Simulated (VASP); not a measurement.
# Li3TaO4 (I4/mmm) in VASP: notebook

Li3TaO4 is run at these levels: r2SCAN; tasks: single point.

Program: VASP 6.6.1. These are calculated values, not measurements. Logs are shortened: lines on timing, memory, paths and dates and some standing lists are left out, and cuts for length are marked.

## (1) The cell of the first run

Symmetry: I4/mmm, No. 139, tetragonal system. Conventional cell: a = 4.088 Å, b = 4.088 Å, c = 8.522 Å, α = 90.00°, β = 90.00°, γ = 90.00°. Li (site symmetry 4/mmm) has 6 O at 2.04 to 2.34 Å within 2.7 Å. Within 2.7 Å of Li (site symmetry -4m2) lie 6 O at 2.06 to 2.13 Å. Ta (site symmetry 4/mmm) has 6 O at 1.92 to 2.04 Å within 2.5 Å. O (site symmetry mmm) has 4 Li at 2.04 to 2.13 Å and 2 Ta at 2.04 Å and 8 O at 2.80 to 2.89 Å within 2.9 Å. Within 2.5 Å of O (site symmetry 4mm) lie 1 Ta at 1.92 Å and 5 Li at 2.06 to 2.34 Å.

## (2) Single point, r2SCAN

Contents of POSCAR:

```
Li3TaO4
1.0
   -2.0440878315      2.0440878315      4.2608225748
    2.0440878315     -2.0440878315      4.2608225748
    2.0440878315      2.0440878315     -4.2608225748
Li Ta O
3 1 4
Direct
    0.5000000000      0.5000000000      0.0000000000
    0.2500000000      0.7500000000      0.5000000000
    0.7500000000      0.2500000000      0.5000000000
    0.0000000000      0.0000000000      0.0000000000
    0.0000000000      0.5000000000      0.5000000000
    0.7750183297      0.7750183297      0.0000000000
    0.5000000000      0.0000000000      0.5000000000
    0.2249816703      0.2249816703      0.0000000000
```

Contents of INCAR.step1:

```
  ALGO = Normal
  EDIFF = 1E-4
  ENCUT = 520
  GGA = PE
  ISMEAR = 0
  LASPH = T
  LCHARG = F
  LREAL = F
  LWAVE = T
  NBANDS = 32
  NELM = 80
  PREC = Accurate
  SIGMA = 0.02
```

Contents of INCAR.step2:

```
  ALGO = Normal
  EDIFF = 1E-7
  ENCUT = 520
  ISIF = 2
  ISMEAR = 0
  ISTART = 1
  LASPH = T
  LCHARG = F
  LMIXTAU = T
  LREAL = F
  LWAVE = F
  METAGGA = R2SCAN
  NBANDS = 32
  NELM = 80
  PREC = Accurate
  SIGMA = 0.02
```

Contents of KPOINTS:

```
k-points
0
Gamma
  10 10 10
```

Potentials or basis: VASP PAW PBE potentials, release 64 (Li_sv, Ta_pv, O).

Run with:

```bash
> cat potpaw_PBE.64/Li_sv/POTCAR potpaw_PBE.64/Ta_pv/POTCAR potpaw_PBE.64/O/POTCAR > POTCAR
> cp INCAR.step1 INCAR
> mpirun -np 1 vasp_std > vasp.out
> cp INCAR.step2 INCAR
> mpirun -np 1 vasp_std > vasp.out
```

OUTCAR:

```text
EDIFF = 1E-7
   ENCUT = 520
   ISIF = 2
   ISMEAR = 0
   ISTART = 1
   LASPH = T
   LREAL = F
   METAGGA = R2SCAN
   NELM = 80
   PREC = Accurate

 ion  position               nearest neighbor table
   1  0.500  0.500  0.000-   5 2.04   7 2.04   7 2.04   5 2.04   4 2.89   4 2.89   4 2.89   4 2.89

   2  0.250  0.750  0.500-   6 2.06   8 2.06   6 2.06   8 2.06   7 2.13   5 2.13   4 2.95   4 2.95
                             4 2.95   4 2.95
   3  0.750  0.250  0.500-   6 2.06   8 2.06   6 2.06   8 2.06   7 2.13   5 2.13   4 2.95   4 2.95
                             4 2.95   4 2.95
   4  0.000  0.000  0.000-   6 1.92   8 1.92   7 2.04   5 2.04   5 2.04   7 2.04   1 2.89   1 2.89
                             1 2.89   1 2.89   2 2.95   2 2.95   3 2.95   3 2.95   3 2.95   2 2.95
   5  0.000  0.500  0.500-   1 2.04   4 2.04   4 2.04   1 2.04   3 2.13   2 2.13
   6  0.775  0.775  0.000-   4 1.92   3 2.06   2 2.06   3 2.06   2 2.06
   7  0.500  0.000  0.500-   1 2.04   4 2.04   1 2.04   4 2.04   3 2.13   2 2.13
   8  0.225  0.225  0.000-   4 1.92   2 2.06   3 2.06   2 2.06   3 2.06

  LATTYP: Found a body centered tetragonal cell.
 ALAT       =     4.0881756630
 C/A-ratio  =     2.0844615917

  Lattice vectors:

 A1 = (  -2.0440878315,   2.0440878315,   4.2608225748)
 A2 = (   2.0440878315,  -2.0440878315,   4.2608225748)
 A3 = (   2.0440878315,   2.0440878315,  -4.2608225748)

Analysis of symmetry for initial positions (statically):
=====================================================================
 Subroutine PRICEL returns:
 Original cell was already a primitive cell.

 Routine SETGRP: Setting up the symmetry group for a
 body centered tetragonal supercell.

 Subroutine GETGRP returns: Found 16 space group operations
 (whereof 16 operations were pure point group operations)
 out of a pool of 16 trial point group operations.

The static configuration has the point symmetry D_4h.

Analysis of symmetry for dynamics (positions and initial velocities):
=====================================================================
 Subroutine PRICEL returns:
 Original cell was already a primitive cell.

 Routine SETGRP: Setting up the symmetry group for a
 body centered tetragonal supercell.

 Subroutine GETGRP returns: Found 16 space group operations
 (whereof 16 operations were pure point group operations)
 out of a pool of 16 trial point group operations.

The dynamic configuration has the point symmetry D_4h.

 Subroutine INISYM returns: Found 16 space group operations
 (whereof 16 operations are pure point group operations),
 and found     1 'primitive' translations

----------------------------------------------------------------------------------------

                                     Primitive cell

  volume of cell :      71.2119

  direct lattice vectors                    reciprocal lattice vectors
    -2.044087832  2.044087832  4.260822575     0.000000000  0.244607884  0.117348233
     2.044087832 -2.044087832  4.260822575     0.244607884  0.000000000  0.117348233
     2.044087832  2.044087832 -4.260822575     0.244607884  0.244607884  0.000000000

  length of vectors
     5.148902712  5.148902712  5.148902712     0.271299880  0.271299880  0.345927788

  position of ions in fractional coordinates (direct lattice)
     0.500000000  0.500000000  0.000000000
     0.250000000  0.750000000  0.500000000
     0.750000000  0.250000000  0.500000000
     0.000000000  0.000000000  0.000000000
     0.000000000  0.500000000  0.500000000
     0.775018330  0.775018330  0.000000000
     0.500000000  0.000000000  0.500000000
     0.224981670  0.224981670  0.000000000

  ion indices of the primitive-cell ions
   primitive index   ion index
                 1           1
                 2           2
                 3           3
                 4           4
                 5           5
                 6           6
                 7           7
                 8           8

----------------------------------------------------------------------------------------

 KPOINTS: k-points

Automatic generation of k-mesh.
 Grid dimensions read from file:
 generate k-points for:   10   10   10

 Generating k-lattice:

  Cartesian coordinates                     Fractional coordinates (reciprocal lattice)
     0.000000000  0.024460788  0.011734823     0.100000000  0.000000000  0.000000000
     0.024460788  0.000000000  0.011734823     0.000000000  0.100000000  0.000000000
     0.024460788  0.024460788  0.000000000     0.000000000  0.000000000  0.100000000

  Length of vectors
     0.027129988  0.027129988  0.034592779

  Shift w.r.t. Gamma in fractional coordinates (k-lattice)
     0.000000000  0.000000000  0.000000000

 Subroutine IBZKPT returns following result:
 ===========================================

 Found    102 irreducible k-points:

 Following reciprocal coordinates:
            Coordinates               Weight
  0.000000  0.000000  0.000000      1.000000
  0.100000  0.000000 -0.000000      8.000000
  0.200000  0.000000 -0.000000      8.000000
  0.300000  0.000000 -0.000000      8.000000
  0.400000  0.000000 -0.000000      8.000000
  0.500000  0.000000 -0.000000      4.000000
[... 16 lines left out ...]
  0.300000  0.300000 -0.000000      8.000000
  0.400000  0.300000 -0.000000     16.000000
 [... further k-points ...]
   k-points           NKPTS =    102   k-points in BZ     NKDIM =    102   number of bands    NBANDS=     32
   number of dos      NEDOS =    301   number of ions     NIONS =      8
   total plane-waves  NPLWV =  64000
   dimension x,y,z NGX =    40 NGY =   40 NGZ =   40
   dimension x,y,z NGXF=    80 NGYF=   80 NGZF=   80
   ions per type =               3   1   4
   NGX,Y,Z   is equivalent  to a cutoff of  12.92, 12.92, 12.92 a.u.
   NGXF,Y,Z  is equivalent  to a cutoff of  25.83, 25.83, 25.83 a.u.
 SYSTEM =  unknown system
   PREC   = accura    normal or accurate (medium, high low for compatibility)
   ISTART =      1    job   : 0-new  1-cont  2-samecut
   ICHARG =      0    charge: 1-file 2-atom 10-const
   ISPIN  =      1    spin polarized calculation?
   LNONCOLLINEAR =      F non collinear calculations
   LSORBIT =      F    spin-orbit coupling
   LASPH  =      T    aspherical Exc in radial PAW
   ENCUT  =  520.0 eV  38.22 Ry    6.18 a.u.   9.57  9.57  9.57*2*pi/ulx,y,z
   NELM   =     80;   NELMIN=  2; NELMDL=  0     # of ELM steps
   EDIFF  = 0.1E-06   stopping-criterion for ELM
   LREAL  =      F    real-space projection
   EDIFFG = 0.1E-05   stopping-criterion for IOM
   NSW    =      0    number of steps for IOM
   IBRION =     -1    ionic relax: 0-MD 1-quasi-New 2-CG
   NFREE  =      0    steps in history (QN), initial steepest desc. (CG)
   ISIF   =      2    stress and relaxation
   ISYM   =      2    0-nonsym 1-usesym 2-fastsym
   POTIM  = 0.5000    time-step for ionic-motion
   TEBEG  =    0.0;   TEEND  =   0.0 temperature during run
   PSTRESS=    0.0 pullay stress
   NELECT =      44.0000    total number of electrons
   NUPDOWN=      -1.0000    fix difference up-down
   EMIN   =  10.00;   EMAX   =-10.00  energy-range for DOS
   EFERMI =   0.00;   METHOD = LEGACY
   ISMEAR =     0;   SIGMA  =   0.02  broadening in eV -4-tet -1-fermi 0-gaus
   EFERMI_NEDOS =   21; number of points for ismear=-14 and -15
   IALGO  =     38    algorithm
   IMIX   =      4    mixing-type and parameters
     AMIX     =   0.40;   BMIX     =  1.00
     AMIX_MAG =   1.60;   BMIX_MAG =  1.00
  volume/ion in A,a.u.               =       8.90        60.07
  Fermi-wavevector in a.u.,A,eV,Ry     =   1.394360  2.634958 26.452983  1.944239
  Thomas-Fermi vector in A             =   2.517917
   LORBIT       =      0    0 simple, 1 ext, 2 COOP (PROOUT), +10 PAW based schemes
   METAGGA = R2SCAN    functional components
   LHFCALC =     F    Hartree Fock is set to
   AEXX    =    0.0000 exact exchange contribution
   IVDW    =     0    specifies the selected vdW correction
   LEPSILON=     F    determine dielectric tensor
   LRPA    =     F    only Hartree local field effects (RPA)
 non-spin polarized calculation
 Gauss-broadening in eV      SIGMA  =   0.02
  energy-cutoff  :      520.00
  volume of cell :       71.21
 maximum number of plane-waves:      1943
 NGX is ok and might be reduce to    40
   NGX = 19   NGY = 19   NGZ = 19

 number of electron      44.0000004 magnetization

 Free energy of the ion-electron system (eV)
  ---------------------------------------------------
  ext. energy  EPLUGINS =         0.00000000
  ---------------------------------------------------
  free energy    TOTEN  =      -101.07332884 eV

  energy without entropy =     -101.07332884  energy(sigma->0) =     -101.07332884

 E-fermi :   2.5297     XC(G=0): -11.7122

 val. band max:        2.4022555244   @ k =   0.4000   0.4000   0.1000
 cond. band min:       4.4600217351   @ k =   0.0000   0.0000   0.0000
 fundamental gap:      2.0577662107
 Fermi energy:         2.5296583282

 k-point     1 :       0.0000    0.0000    0.0000
  band No.  band energies     occupation
      1     -42.5603      2.00000
      2     -41.5347      2.00000
      3     -41.5047      2.00000
      4     -33.0390      2.00000
      5     -33.0390      2.00000
      6     -32.8613      2.00000
[... 24 lines left out ...]
     31      16.3108      0.00000
     32      16.3108      0.00000

 k-point     2 :       0.1000    0.0000   -0.0000
  band No.  band energies     occupation
      1     -42.5603      2.00000
      2     -41.5340      2.00000
      3     -41.5054      2.00000
      4     -33.0467      2.00000
      5     -33.0387      2.00000
      6     -32.8612      2.00000
[... 24 lines left out ...]
     31      15.8860      0.00000
     32      16.3504      0.00000
[... 733 lines left out ...]
     31      14.3357      0.00000
     32      14.7666      0.00000

 k-point    24 :       0.4000    0.3000   -0.0000
  band No.  band energies     occupation
      1     -42.5591      2.00000
      2     -41.5216      2.00000
      3     -41.5164      2.00000
      4     -33.1102      2.00000
      5     -33.0899      2.00000
      6     -32.8591      2.00000
[... 24 lines left out ...]
     31      14.2188      0.00000
     32      14.7644      0.00000

 [... further k-points ...]
[... 5 lines left out ...]
  --------------------------------------------------------------------------------------
  -------------------------------------------------------------------------------------
  Total        0.2779242      0.2779242      0.4721326      0.0000000     -0.0000000      0.0000000
  in kB        6.2529416      6.2529416     10.6223836      0.0000000     -0.0000000      0.0000000
  external PRESSURE =       7.7094223 kB  Pullay stress =       0.0000000 kB

 VOLUME and BASIS-vectors are now :
 -----------------------------------------------------------------------------
  energy-cutoff  :      520.00
  volume of cell :       71.21
      direct lattice vectors                 reciprocal lattice vectors
    -2.044087832  2.044087832  4.260822575     0.000000000  0.244607884  0.117348233
     2.044087832 -2.044087832  4.260822575     0.244607884  0.000000000  0.117348233
     2.044087832  2.044087832 -4.260822575     0.244607884  0.244607884  0.000000000

 POSITION                                       TOTAL-FORCE (eV/Angst)
 -----------------------------------------------------------------------------------
      0.00000      0.00000      4.26082         0.000000      0.000000     -0.000000
      2.04409      0.00000      2.13041         0.000000      0.000000     -0.000000
      0.00000      2.04409      2.13041         0.000000      0.000000     -0.000000
      0.00000      0.00000      0.00000         0.000000      0.000000     -0.000000
      2.04409      0.00000      0.00000         0.000000      0.000000     -0.000000
      0.00000      0.00000      6.60443        -0.000000     -0.000000     -0.183932
      0.00000      2.04409      0.00000         0.000000      0.000000     -0.000000
      0.00000      0.00000      1.91721         0.000000      0.000000      0.183932
 -----------------------------------------------------------------------------------
    total drift:                                0.000000     -0.000000      0.000000

  FREE ENERGIE OF THE ION-ELECTRON SYSTEM (eV)
  ---------------------------------------------------
  free  energy   TOTEN  =      -101.0733288393 eV

  energy  without entropy=     -101.0733288393  energy(sigma->0) =     -101.07332884
```

Wall time 13 min (1 thread of AMD EPYC 9R45 (Zen 5), shared host); peak memory 0.36 GiB.

Results:

```
Free energy            : -101.0733 eV
Largest force          : 0.184 eV/Å
Band gap on the k mesh : 2.06 eV (least direct gap 2.14 eV)
```

Forces in eV/Å, atoms in the order of the input:
```
Li   0.000  0.000  0.000
Li   0.000  0.000  0.000
Li   0.000  0.000  0.000
Ta   0.000  0.000  0.000
O    0.000  0.000  0.000
O    0.000  0.000 -0.184
O    0.000  0.000  0.000
O    0.000  0.000  0.184
```

Caveat: the cutoff is under 1.25 times the usual one of these potentials, so pressure, stress and relaxed cells hold a basis-set (Pulay) error; the PAW data sets were made with another functional, which shifts forces and pressure a little; spin-orbit coupling is left out, which moves the levels of the heavy elements. A k mesh can miss the band edges.

## (3) Single point, r2SCAN

POSCAR is that of step 2.

Contents of INCAR.step1:

```
SYSTEM = Li3TaO4
PREC = Accurate
ENCUT = 520
ISMEAR = 0
SIGMA = 0.05
LREAL = .False.
LASPH = .True.
NELM = 80
NBANDS = 32
GGA = PE
ALGO = Normal
EDIFF = 1E-4
LWAVE = .True.
LCHARG = .False.
```

Contents of INCAR.step2:

```
SYSTEM = Li3TaO4
PREC = Accurate
ENCUT = 520
EDIFF = 1E-6
ISMEAR = 0
SIGMA = 0.05
LREAL = .False.
LASPH = .True.
NELM = 80
ALGO = Normal
ISIF = 2
LWAVE = .False.
LCHARG = .True.
METAGGA = R2SCAN
LMIXTAU = .True.
LELF = .True.
LVHAR = .True.
NBANDS = 32
ISTART = 1
```

Contents of KPOINTS:

```
Automatic mesh
0
Gamma
  10 10 10
  0 0 0
```

Potentials or basis: VASP PAW PBE potentials, release 64 (Li_sv, Ta_pv, O).

Run with:

```bash
> cat potpaw_PBE.64/Li_sv/POTCAR potpaw_PBE.64/Ta_pv/POTCAR potpaw_PBE.64/O/POTCAR > POTCAR
> cp INCAR.step1 INCAR
> mpirun -np 1 vasp_std > vasp.out
> cp INCAR.step2 INCAR
> mpirun -np 1 vasp_std > vasp.out
```

Run time: 13 min. Hardware: 1 thread of AMD EPYC 9R45 (Zen 5), shared host; peak memory 0.36 GiB.

The run converged. Its results:

```yaml
Free_energy: -101.0733 eV
Largest_force: 0.184 eV/Å
Band_gap_on_the_k_mesh: 2.06 eV (least direct gap 2.14 eV)
```

Forces in eV/Å, atoms in the order of the input:
```
Li   0.000  0.000  0.000
Li   0.000  0.000  0.000
Li   0.000  0.000  0.000
Ta   0.000  0.000  0.000
O    0.000  0.000  0.000
O    0.000  0.000 -0.184
O    0.000  0.000  0.000
O    0.000  0.000  0.184
```

Levels at points of the mesh, in eV from the valence-band top:
```tsv
k point	band 18	band 19	band 20	band 21	band 22	band 23	band 24	band 25	band 26	band 27
(0.00, 0.00, 0.00)	-2.09	-2.07	-0.17	-0.17	-0.08	2.06	4.69	4.69	6.08	7.54
(0.50, 0.00, 0.00)	-2.39	-1.15	-1.11	-0.53	-0.23	4.45	4.64	5.89	6.96	10.20
(0.50, 0.50, 0.00)	-1.30	-0.94	-0.59	-0.12	-0.01	5.93	5.97	6.11	9.24	9.41
(0.50, 0.50, 0.50)	-1.70	-1.70	-1.58	-1.58	-0.48	2.12	4.36	4.36	6.08	7.10
```

Caveat: the cutoff is under 1.25 times the usual one of these potentials, so pressure, stress and relaxed cells hold a basis-set (Pulay) error; the PAW data sets were made with another functional, which shifts forces and pressure a little; spin-orbit coupling is left out, which moves the levels of the heavy elements. A k mesh can miss the band edges.
